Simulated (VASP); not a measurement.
# AgBr (Fm-3m) in VASP: further runs, part 4 of 5

VASP 6.6.1. The steps go on from the part before.

### Step 6. Electric field gradients, LDA (volume scaled by 1.02)

INCAR

```
SYSTEM = AgBr
PREC = Accurate
ENCUT = 400
EDIFF = 1E-8
ISMEAR = -1
SIGMA = 0.03
LREAL = .FALSE.
LASPH = .TRUE.
NELM = 120
ALGO = Normal
ISIF = 2
LWAVE = .FALSE.
LCHARG = .FALSE.
GGA = CA
LEFG = .TRUE.
NBANDS = 16
GGA_COMPAT = .FALSE.
```

KPOINTS

```
regular mesh
0
G
  7 7 7
  0 0 0
```

POSCAR

```
AgBr
1.0
    0.0000000000      2.9051634709      2.9051634709
    2.9051634709      0.0000000000      2.9051634709
    2.9051634709      2.9051634709      0.0000000000
Ag Br
1 1
Direct
    0.5000000000      0.5000000000      0.5000000000
    0.0000000000      0.0000000000      0.0000000000
```

Potentials or basis: VASP PAW LDA potentials, release 64 (Ag, Br).

Run with:

```sh
> cat potpaw_LDA.64/Ag/POTCAR potpaw_LDA.64/Br/POTCAR > POTCAR
> mpirun -np 1 vasp_std > vasp.out
```

OUTCAR:

```text
SYSTEM = AgBr
   PREC = Accurate
   ENCUT = 400
   EDIFF = 1E-8
   ISMEAR = -1
   LREAL = .FALSE.
   LASPH = .TRUE.
   NELM = 120
   ISIF = 2
   GGA = CA

 ion  position               nearest neighbor table
   1  0.500  0.500  0.500-   2 2.91   2 2.91   2 2.91   2 2.91   2 2.91   2 2.91
   2  0.000  0.000  0.000-   1 2.91   1 2.91   1 2.91   1 2.91   1 2.91   1 2.91

  LATTYP: Found a face centered cubic cell.
 ALAT       =     5.8103269418

  Lattice vectors:

 A1 = (   0.0000000000,   2.9051634709,   2.9051634709)
 A2 = (   2.9051634709,   0.0000000000,   2.9051634709)
 A3 = (   2.9051634709,   2.9051634709,   0.0000000000)

Analysis of symmetry for initial positions (statically):
=====================================================================
 Subroutine PRICEL returns:
 Original cell was already a primitive cell.

 Routine SETGRP: Setting up the symmetry group for a
 face centered cubic supercell.

 Subroutine GETGRP returns: Found 48 space group operations
 (whereof 48 operations were pure point group operations)
 out of a pool of 48 trial point group operations.

The static configuration has the point symmetry O_h .

Analysis of symmetry for dynamics (positions and initial velocities):
=====================================================================
 Subroutine PRICEL returns:
 Original cell was already a primitive cell.

 Routine SETGRP: Setting up the symmetry group for a
 face centered cubic supercell.

 Subroutine GETGRP returns: Found 48 space group operations
 (whereof 48 operations were pure point group operations)
 out of a pool of 48 trial point group operations.

The dynamic configuration has the point symmetry O_h .

 Subroutine INISYM returns: Found 48 space group operations
 (whereof 48 operations are pure point group operations),
 and found     1 'primitive' translations

----------------------------------------------------------------------------------------

                                     Primitive cell

  volume of cell :      49.0390

  direct lattice vectors                    reciprocal lattice vectors
     0.000000000  2.905163471  2.905163471    -0.172107355  0.172107355  0.172107355
     2.905163471  0.000000000  2.905163471     0.172107355 -0.172107355  0.172107355
     2.905163471  2.905163471  0.000000000     0.172107355  0.172107355 -0.172107355

  length of vectors
     4.108521581  4.108521581  4.108521581     0.298098683  0.298098683  0.298098683

  position of ions in fractional coordinates (direct lattice)
     0.500000000  0.500000000  0.500000000
     0.000000000  0.000000000  0.000000000

  ion indices of the primitive-cell ions
   primitive index   ion index
                 1           1
                 2           2

----------------------------------------------------------------------------------------

 KPOINTS: regular mesh

Automatic generation of k-mesh.
 Grid dimensions read from file:
 generate k-points for:    7    7    7

[... 64 lines left out ...]
   ISIF   =      2    stress and relaxation
   ISYM   =      2    0-nonsym 1-usesym 2-fastsym
   POTIM  = 0.5000    time-step for ionic-motion
   TEBEG  =    0.0;   TEEND  =   0.0 temperature during run
   PSTRESS=    0.0 pullay stress
   NELECT =      18.0000    total number of electrons
   NUPDOWN=      -1.0000    fix difference up-down
   EMIN   =  10.00;   EMAX   =-10.00  energy-range for DOS
   EFERMI =   0.00;   METHOD = LEGACY
   ISMEAR =    -1;   SIGMA  =   0.03  broadening in eV -4-tet -1-fermi 0-gaus
   EFERMI_NEDOS =   21; number of points for ismear=-14 and -15
   IALGO  =     38    algorithm
   IMIX   =      4    mixing-type and parameters
     AMIX     =   0.40;   BMIX     =  1.00
     AMIX_MAG =   1.60;   BMIX_MAG =  1.00
  volume/ion in A,a.u.               =      24.52       165.47
  Fermi-wavevector in a.u.,A,eV,Ry     =   1.172155  2.215052 18.693693  1.373948
  Thomas-Fermi vector in A             =   2.308588
   LORBIT       =      0    0 simple, 1 ext, 2 COOP (PROOUT), +10 PAW based schemes
   GGA     = CA    functional components
   LHFCALC =     F    Hartree Fock is set to
   AEXX    =    0.0000 exact exchange contribution
   IVDW    =     0    specifies the selected vdW correction
   LEPSILON=     F    determine dielectric tensor
   LRPA    =     F    only Hartree local field effects (RPA)
 non-spin polarized calculation
  energy-cutoff  :      400.00
  volume of cell :       49.04
 maximum number of plane-waves:       911
   NGX = 13   NGY = 13   NGZ = 13

 number of electron      17.9999992 magnetization

 Free energy of the ion-electron system (eV)
  ---------------------------------------------------
  ext. energy  EPLUGINS =         0.00000000
  ---------------------------------------------------
  free energy    TOTEN  =        -6.30710691 eV

  energy without entropy =       -6.30710131  energy(sigma->0) =       -6.30710411

 E-fermi :   3.2719     XC(G=0): -10.0970

 val. band max:        2.9773059757   @ k =   0.4286   0.0000   0.0000
 cond. band min:       3.4626246993   @ k =   0.0000   0.0000   0.0000
 fundamental gap:      0.4853187235
 Fermi energy:         3.2718902773

 k-point     1 :       0.0000    0.0000    0.0000
  band No.  band energies     occupation
      1     -11.8202      2.00000
      2       0.3308      2.00000
      3       0.3308      2.00000
      4       0.3327      2.00000
      5       0.3327      2.00000
      6       0.3327      2.00000
[... 357 lines left out ...]
      3      -0.7901      2.00000
      4      -0.6937      2.00000
      5       0.5837      2.00000
      6       0.6769      2.00000
[... 8 lines left out ...]
     15      15.6165      0.00000
     16      18.1142      0.00000

------------------------ aborting loop because EDIFF is reached ----------------------------------------

  FORCE on cell =-STRESS in cart. coord.  units (eV):
  Direction    XX          YY          ZZ          XY          YZ          ZX
  --------------------------------------------------------------------------------------
  -------------------------------------------------------------------------------------
  Total       -1.7263559     -1.7263559     -1.7263559      0.0000000     -0.0000000     -0.0000000
  in kB      -56.4026102    -56.4026102    -56.4026102      0.0000000     -0.0000000     -0.0000000
  external PRESSURE =     -56.4026102 kB  Pullay stress =       0.0000000 kB

 VOLUME and BASIS-vectors are now :
 -----------------------------------------------------------------------------
  energy-cutoff  :      400.00
  volume of cell :       49.04
      direct lattice vectors                 reciprocal lattice vectors
     0.000000000  2.905163471  2.905163471    -0.172107355  0.172107355  0.172107355
     2.905163471  0.000000000  2.905163471     0.172107355 -0.172107355  0.172107355
     2.905163471  2.905163471  0.000000000     0.172107355  0.172107355 -0.172107355

 POSITION                                       TOTAL-FORCE (eV/Angst)
 -----------------------------------------------------------------------------------
      2.90516      2.90516      2.90516        -0.000000      0.000000      0.000000
      0.00000      0.00000      0.00000         0.000000     -0.000000     -0.000000
 -----------------------------------------------------------------------------------
    total drift:                                0.000000      0.000000      0.000000

  FREE ENERGIE OF THE ION-ELECTRON SYSTEM (eV)
  ---------------------------------------------------
  free  energy   TOTEN  =        -6.3071069057 eV

  energy  without entropy=       -6.3071013140  energy(sigma->0) =       -6.30710411

 Electric field gradients (V/A^2)
---------------------------------------------------------------------
 ion       V_xx      V_yy      V_zz      V_xy      V_xz      V_yz
---------------------------------------------------------------------
   1      -0.000     0.000    -0.000    -0.001    -0.001    -0.001
   2       0.000    -0.000     0.000     0.001     0.001     0.001
---------------------------------------------------------------------

 Electric field gradients after diagonalization (V/A^2)
 (convention: |V_zz| > |V_xx| > |V_yy|)
----------------------------------------------------------------------
 ion       V_xx      V_yy      V_zz     asymmetry (V_yy - V_xx)/ V_zz
----------------------------------------------------------------------
   1       0.001     0.001    -0.002       0.000
   2      -0.001    -0.001     0.001       0.000
----------------------------------------------------------------------

           NMR quadrupolar parameters

 Cq : quadrupolar parameter    Cq=e*Q*V_zz/h
 eta: asymmetry parameters     (V_yy - V_xx)/ V_zz
 Q  : nuclear electric quadrupole moment in mb (millibarn)
----------------------------------------------------------------------
 ion       Cq(MHz)       eta       Q (mb)
----------------------------------------------------------------------
   1      -0.000       0.000       1.000
   2       0.000       0.000       1.000
----------------------------------------------------------------------
```

OSZICAR:

```text
N       E                     dE             d eps       ncg     rms          rms(c)
DAV:   1     0.742377757834E+02    0.74238E+02   -0.74166E+03   640   0.822E+02
DAV:   2    -0.426915223470E+01   -0.78507E+02   -0.72824E+02   800   0.184E+02
DAV:   3    -0.641529906797E+01   -0.21461E+01   -0.21415E+01   776   0.315E+01
DAV:   4    -0.642330129792E+01   -0.80022E-02   -0.80019E-02   840   0.222E+00
DAV:   5    -0.642336737594E+01   -0.66078E-04   -0.66078E-04   784   0.195E-01    0.557E+00
DAV:   6    -0.631494407241E+01    0.10842E+00   -0.20409E-01   768   0.628E+00    0.379E+00
DAV:   7    -0.630875050141E+01    0.61936E-02   -0.35974E-02   720   0.131E+00    0.155E+00
DAV:   8    -0.630720151980E+01    0.15490E-02   -0.27290E-03   736   0.489E-01    0.235E-01
DAV:   9    -0.630710460893E+01    0.96911E-04   -0.28563E-04   840   0.200E-01    0.438E-02
DAV:  10    -0.630710585748E+01   -0.12485E-05   -0.15474E-05   768   0.580E-02    0.183E-02
DAV:  11    -0.630710708632E+01   -0.12288E-05   -0.37827E-06   768   0.151E-02    0.412E-03
DAV:  12    -0.630710689943E+01    0.18689E-06   -0.43536E-07   744   0.537E-03    0.152E-03
DAV:  13    -0.630710690573E+01   -0.62964E-08   -0.62800E-08   768   0.176E-03
   1 F= -.63071069E+01 E0= -.63071041E+01  d E =-.559176E-05
```

stdout:

```text
POSCAR found type information on POSCAR AgBr
 POSCAR found :  2 types and       2 ions
 scaLAPACK will be used
 LDA part: xc-table for (Slater(with rela. corr.)+CA(PZ))
 , standard interpolation
 POSCAR, INCAR and KPOINTS ok, starting setup
 FFT: planning ... GRIDC
 FFT: planning ... GRID_SOFT
 FFT: planning ... GRID
 WAVECAR not read
 entering main loop
ion   1

ion   2
```

It took 7.9 s on 1 thread of AMD EPYC 9R45 (Zen 5), shared host; peak memory 0.11 GiB.

What came out:

* Free energy: -6.3071 eV
* Pressure: -5.6 GPa
* Band gap on the k mesh: 0.49 eV, indirect (least direct gap 2.22 eV)

Caveat: without QUAD_EFG the Cq values of the log hold for a quadrupole moment of 1 mb, not for the nuclei.

(Continued in part 5 of 5.)
